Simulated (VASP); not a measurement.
# ZnSi3N (P-6m2) in VASP: further runs

The runs below take ZnSi3N through single point, relaxation of cell and atoms, with PBE.

All numbers are computed with VASP 6.6.1; they aren't measurements. Logs are shortened: lines on timing, memory, paths and dates and some standing lists are left out, and cuts for length are marked.

## (1) The cell of the first run

The structure is hexagonal, space group P-6m2 (No. 187). Conventional cell: a = 4.221 Å, b = 4.221 Å, c = 4.823 Å, α = 90.00°, β = 90.00°, γ = 120.00°. Within 3.2 Å of Zn (site symmetry -6m2) lie 2 N at 2.41 Å and 3 Si at 2.44 Å. Si (site symmetry -6m2) has 5 Si at 2.41 to 2.44 Å and 3 N at 2.44 Å within 3.2 Å. Within 3.2 Å of Si (site symmetry -6m2) lie 2 Si at 2.41 Å and 3 Zn at 2.44 Å. Within 3.2 Å of Si (site symmetry -6m2) lie 3 Si at 2.44 Å and 3 N at 2.44 Å. N (site symmetry -6m2) has 2 Zn at 2.41 Å and 6 Si at 2.44 Å within 3.2 Å.

The cell was generated, and may not be a known phase.

## (2) Single point, PBE

INCAR

```
PREC     = Accurate       # precision mode
ENCUT    = 520            # plane-wave cutoff, eV
EDIFF    = 1E-6           # SCF threshold, eV
ISMEAR   = 0              # smearing method
SIGMA    = 0.1            # smearing width, eV
LREAL    = False          # projectors in reciprocal space
LASPH    = True           # aspherical terms in the spheres
NELM     = 60             # most SCF steps
ALGO     = Normal         # electronic algorithm
ISIF     = 2              # what is computed and relaxed
LWAVE    = False          # write WAVECAR
LCHARG   = True           # write CHGCAR
GGA      = PE             # functional
LELF     = True           # ELF
LVHAR    = True         
NBANDS   = 22             # bands
```

KPOINTS

```
Automatic mesh
0
Gamma
  6 6 4
```

POSCAR

```
ZnSi3N
1.0
    4.2213270907      0.0000000000      0.0000000000
   -2.1106635453      3.6557764982      0.0000000000
    0.0000000000      0.0000000000      4.8230618985
Zn Si N
1 3 1
Direct
    0.6666666667      0.3333333333      0.0000000000
    0.3333333333      0.6666666667      0.5000000000
    0.3333333333      0.6666666667      0.0000000000
    0.0000000000      0.0000000000      0.5000000000
    0.6666666667      0.3333333333      0.5000000000
```

Potentials or basis: VASP PAW PBE potentials, release 64 (Zn, Si, N).

Command:

```console
cat potpaw_PBE.64/Zn/POTCAR potpaw_PBE.64/Si/POTCAR potpaw_PBE.64/N/POTCAR > POTCAR
mpirun -np 1 vasp_std > vasp.out
```

OUTCAR:

```text
PREC = Accurate
   ENCUT = 520
   EDIFF = 1E-6
   ISMEAR = 0
   LREAL = False
   LASPH = True
   NELM = 60
   ISIF = 2
   GGA = PE

 ion  position               nearest neighbor table
   1  0.667  0.333  0.000-   5 2.41   5 2.41   3 2.44   3 2.44   3 2.44
   2  0.333  0.667  0.500-   3 2.41   3 2.41   5 2.44   4 2.44   5 2.44   4 2.44   4 2.44   5 2.44

   3  0.333  0.667  0.000-   2 2.41   2 2.41   1 2.44   1 2.44   1 2.44
   4  0.000  0.000  0.500-   2 2.44   5 2.44   2 2.44   5 2.44   5 2.44   2 2.44
   5  0.667  0.333  0.500-   1 2.41   1 2.41   2 2.44   4 2.44   2 2.44   4 2.44   4 2.44   2 2.44

  LATTYP: Found a hexagonal cell.
 ALAT       =     4.2213270907
 C/A-ratio  =     1.1425463592

  Lattice vectors:

 A1 = (   4.2213270907,   0.0000000000,   0.0000000000)
 A2 = (  -2.1106635453,   3.6557764982,   0.0000000000)
 A3 = (   0.0000000000,   0.0000000000,   4.8230618985)

Analysis of symmetry for initial positions (statically):
=====================================================================
 Subroutine PRICEL returns:
 Original cell was already a primitive cell.

 Routine SETGRP: Setting up the symmetry group for a
 hexagonal supercell.

 Subroutine GETGRP returns: Found 12 space group operations
 (whereof 12 operations were pure point group operations)
 out of a pool of 24 trial point group operations.

The static configuration has the point symmetry D_3h.

Analysis of symmetry for dynamics (positions and initial velocities):
=====================================================================
 Subroutine PRICEL returns:
 Original cell was already a primitive cell.

 Routine SETGRP: Setting up the symmetry group for a
 hexagonal supercell.

 Subroutine GETGRP returns: Found 12 space group operations
 (whereof 12 operations were pure point group operations)
 out of a pool of 24 trial point group operations.

The dynamic configuration has the point symmetry D_3h.

 Subroutine INISYM returns: Found 12 space group operations
 (whereof 12 operations are pure point group operations),
 and found     1 'primitive' translations

----------------------------------------------------------------------------------------

                                     Primitive cell

  volume of cell :      74.4306

  direct lattice vectors                    reciprocal lattice vectors
     4.221327091  0.000000000  0.000000000     0.236892328  0.136769849  0.000000000
    -2.110663545  3.655776498  0.000000000     0.000000000  0.273539698  0.000000000
     0.000000000  0.000000000  4.823061898     0.000000000  0.000000000  0.207337169

  length of vectors
     4.221327091  4.221327091  4.823061898     0.273539698  0.273539698  0.207337169

  position of ions in fractional coordinates (direct lattice)
     0.666666667  0.333333333  0.000000000
     0.333333333  0.666666667  0.500000000
     0.333333333  0.666666667  0.000000000
     0.000000000  0.000000000  0.500000000
     0.666666667  0.333333333  0.500000000

  ion indices of the primitive-cell ions
   primitive index   ion index
                 1           1
                 2           2
                 3           3
                 4           4
                 5           5

----------------------------------------------------------------------------------------

 KPOINTS: Automatic mesh

Automatic generation of k-mesh.
 Grid dimensions read from file:
 generate k-points for:    6    6    4

 Generating k-lattice:

  Cartesian coordinates                     Fractional coordinates (reciprocal lattice)
     0.039482055  0.022794975  0.000000000     0.166666667  0.000000000  0.000000000
     0.000000000  0.045589950  0.000000000     0.000000000  0.166666667  0.000000000
     0.000000000  0.000000000  0.051834292     0.000000000  0.000000000  0.250000000

  Length of vectors
     0.045589950  0.045589950  0.051834292

  Shift w.r.t. Gamma in fractional coordinates (k-lattice)
     0.000000000  0.000000000  0.000000000

 Subroutine IBZKPT returns following result:
 ===========================================

 Found     21 irreducible k-points:

 Following reciprocal coordinates:
            Coordinates               Weight
  0.000000  0.000000  0.000000      1.000000
  0.166667 -0.000000  0.000000      6.000000
  0.333333  0.000000  0.000000      6.000000
  0.500000 -0.000000  0.000000      3.000000
  0.166667  0.166667  0.000000      6.000000
  0.333333  0.166667  0.000000     12.000000
[... 13 lines left out ...]
  0.333333  0.166667  0.500000     12.000000
  0.333333  0.333333  0.500000      2.000000
   k-points           NKPTS =     21   k-points in BZ     NKDIM =     21   number of bands    NBANDS=     22
   number of dos      NEDOS =    301   number of ions     NIONS =      5
   total plane-waves  NPLWV =  36864
   dimension x,y,z NGX =    32 NGY =   32 NGZ =   36
   dimension x,y,z NGXF=    64 NGYF=   64 NGZF=   72
   ions per type =               1   3   1
   NGX,Y,Z   is equivalent  to a cutoff of  12.60, 12.60, 12.41 a.u.
   NGXF,Y,Z  is equivalent  to a cutoff of  25.20, 25.20, 24.82 a.u.
 SYSTEM =  unknown system
   PREC   = accura    normal or accurate (medium, high low for compatibility)
   ISTART =      0    job   : 0-new  1-cont  2-samecut
   ICHARG =      2    charge: 1-file 2-atom 10-const
   ISPIN  =      1    spin polarized calculation?
   LNONCOLLINEAR =      F non collinear calculations
   LSORBIT =      F    spin-orbit coupling
   LASPH  =      T    aspherical Exc in radial PAW
   ENCUT  =  520.0 eV  38.22 Ry    6.18 a.u.   7.85  7.85  8.97*2*pi/ulx,y,z
   NELM   =     60;   NELMIN=  2; NELMDL= -5     # of ELM steps
   EDIFF  = 0.1E-05   stopping-criterion for ELM
   LREAL  =      F    real-space projection
   EDIFFG = 0.1E-04   stopping-criterion for IOM
   NSW    =      0    number of steps for IOM
   IBRION =     -1    ionic relax: 0-MD 1-quasi-New 2-CG
   NFREE  =      0    steps in history (QN), initial steepest desc. (CG)
   ISIF   =      2    stress and relaxation
   ISYM   =      2    0-nonsym 1-usesym 2-fastsym
   POTIM  = 0.5000    time-step for ionic-motion
   TEBEG  =    0.0;   TEEND  =   0.0 temperature during run
   PSTRESS=    0.0 pullay stress
   NELECT =      29.0000    total number of electrons
   NUPDOWN=      -1.0000    fix difference up-down
   EMIN   =  10.00;   EMAX   =-10.00  energy-range for DOS
   EFERMI =   0.00;   METHOD = LEGACY
   ISMEAR =     0;   SIGMA  =   0.10  broadening in eV -4-tet -1-fermi 0-gaus
   EFERMI_NEDOS =   21; number of points for ismear=-14 and -15
   IALGO  =     38    algorithm
   IMIX   =      4    mixing-type and parameters
     AMIX     =   0.40;   BMIX     =  1.00
     AMIX_MAG =   1.60;   BMIX_MAG =  1.00
  volume/ion in A,a.u.               =      14.89       100.46
  Fermi-wavevector in a.u.,A,eV,Ry     =   1.195704  2.259553 19.452358  1.429708
  Thomas-Fermi vector in A             =   2.331663
   LORBIT       =      0    0 simple, 1 ext, 2 COOP (PROOUT), +10 PAW based schemes
   GGA     = PE    functional components
   LHFCALC =     F    Hartree Fock is set to
   AEXX    =    0.0000 exact exchange contribution
   IVDW    =     0    specifies the selected vdW correction
   LEPSILON=     F    determine dielectric tensor
   LRPA    =     F    only Hartree local field effects (RPA)
 non-spin polarized calculation
 Gauss-broadening in eV      SIGMA  =   0.10
  energy-cutoff  :      520.00
  volume of cell :       74.43
 maximum number of plane-waves:      2034
 NGX is ok and might be reduce to    32
   NGX = 15   NGY = 15   NGZ = 17

 number of electron      29.0000019 magnetization

 Free energy of the ion-electron system (eV)
  ---------------------------------------------------
  ext. energy  EPLUGINS =         0.00000000
  ---------------------------------------------------
  free energy    TOTEN  =       -21.00000292 eV

  energy without entropy =      -20.98674912  energy(sigma->0) =      -20.99337602

 E-fermi :   6.2154     XC(G=0): -10.7311

 val. band max:        6.1939572749   @ k =   0.5000  -0.0000   0.2500
 cond. band min:       6.2216730840   @ k =   0.1667   0.1667   0.2500
 fundamental gap:      0.0277158091
 Fermi energy:         6.2153938871

 k-point     1 :       0.0000    0.0000    0.0000
  band No.  band energies     occupation
      1      -8.8792      2.00000
      2      -3.5188      2.00000
      3      -0.9458      2.00000
      4      -0.9458      2.00000
      5      -0.5915      2.00000
      6      -0.5915      2.00000
[... 14 lines left out ...]
     21      11.6639      0.00000
     22      12.0706      0.00000

 k-point     2 :       0.1667   -0.0000    0.0000
  band No.  band energies     occupation
      1      -8.6900      2.00000
      2      -3.6711      2.00000
      3      -1.0338      2.00000
      4      -0.9130      2.00000
      5      -0.6584      2.00000
      6      -0.6321      2.00000
[... 14 lines left out ...]
     21      12.4915      0.00000
     22      12.4989      0.00000

 k-point     3 :       0.3333    0.0000    0.0000
  band No.  band energies     occupation
      1      -8.2226      2.00000
      2      -4.2008      2.00000
      3      -1.5771      2.00000
      4      -0.8383      2.00000
      5      -0.7338      2.00000
      6      -0.7017      2.00000
[... 14 lines left out ...]
     21      12.4474      0.00000
     22      13.3499      0.00000
[... 401 lines left out ...]
 k-point    20 :       0.3333    0.1667    0.5000
  band No.  band energies     occupation
      1      -7.8022      2.00000
      2      -3.6882      2.00000
      3      -2.5081      2.00000
      4      -1.7572      2.00000
      5      -0.8180      2.00000
      6      -0.7799      2.00000
[... 14 lines left out ...]
     21      12.1624      0.00000
     22      12.9548      0.00000

 k-point    21 :       0.3333    0.3333    0.5000
  band No.  band energies     occupation
      1      -7.6630      2.00000
      2      -3.3903      2.00000
      3      -2.8251      2.00000
      4      -2.3137      2.00000
      5      -0.7985      2.00000
      6      -0.7825      2.00000
[... 14 lines left out ...]
     21      12.1781      0.00000
     22      12.4540      0.00000

------------------------ aborting loop because EDIFF is reached ----------------------------------------

  FORCE on cell =-STRESS in cart. coord.  units (eV):
  Direction    XX          YY          ZZ          XY          YZ          ZX
  --------------------------------------------------------------------------------------
  -------------------------------------------------------------------------------------
  Total       -0.1240395     -0.1240395      0.0430329     -0.0000000     -0.0000000      0.0000000
  in kB       -2.6700475     -2.6700475      0.9263174     -0.0000000     -0.0000000      0.0000000
  external PRESSURE =      -1.4712592 kB  Pullay stress =       0.0000000 kB

 VOLUME and BASIS-vectors are now :
 -----------------------------------------------------------------------------
  energy-cutoff  :      520.00
  volume of cell :       74.43
      direct lattice vectors                 reciprocal lattice vectors
     4.221327091  0.000000000  0.000000000     0.236892328  0.136769849  0.000000000
    -2.110663545  3.655776498  0.000000000     0.000000000  0.273539698  0.000000000
     0.000000000  0.000000000  4.823061898     0.000000000  0.000000000  0.207337169

 POSITION                                       TOTAL-FORCE (eV/Angst)
 -----------------------------------------------------------------------------------
      2.11066      1.21859      0.00000         0.000000      0.000000      0.000000
     -0.00000      2.43718      2.41153        -0.000000      0.000000      0.000000
     -0.00000      2.43718      0.00000        -0.000000      0.000000      0.000000
      0.00000      0.00000      2.41153        -0.000000      0.000000      0.000000
      2.11066      1.21859      2.41153        -0.000000      0.000000      0.000000
 -----------------------------------------------------------------------------------
    total drift:                                0.000001     -0.000001     -0.000000

  FREE ENERGIE OF THE ION-ELECTRON SYSTEM (eV)
  ---------------------------------------------------
  free  energy   TOTEN  =       -21.0000029154 eV

  energy  without entropy=      -20.9867491170  energy(sigma->0) =      -20.99337602
```

Wall time 60 s (1 thread of Oxide Virtual Turin-like, shared host); peak memory 0.16 GiB.

What came out:

```
Free energy            : -21.0000 eV
Pressure               : -0.1 GPa
Band gap on the k mesh : zero (an odd number of electrons rules out a gap without spin polarisation)
```

Levels at points of the mesh, in eV from the Fermi level:
```csv
k point,band 13,band 14,band 15,band 16,band 17,band 18
"(0.00, 0.00, 0.00)",-2.60,-1.97,-0.84,1.64,1.64,2.95
"(0.50, 0.00, 0.00)",-2.99,-0.21,0.50,0.70,1.96,2.17
"(0.00, 0.00, 0.50)",-2.18,-1.65,0.31,0.31,0.87,1.79
"(0.50, 0.00, 0.50)",-0.98,-0.17,1.21,1.52,2.33,2.70
```

(Continued in part 2 of 2.)

The gap in the log of VASP goes by the Fermi energy; the results here count the filled bands.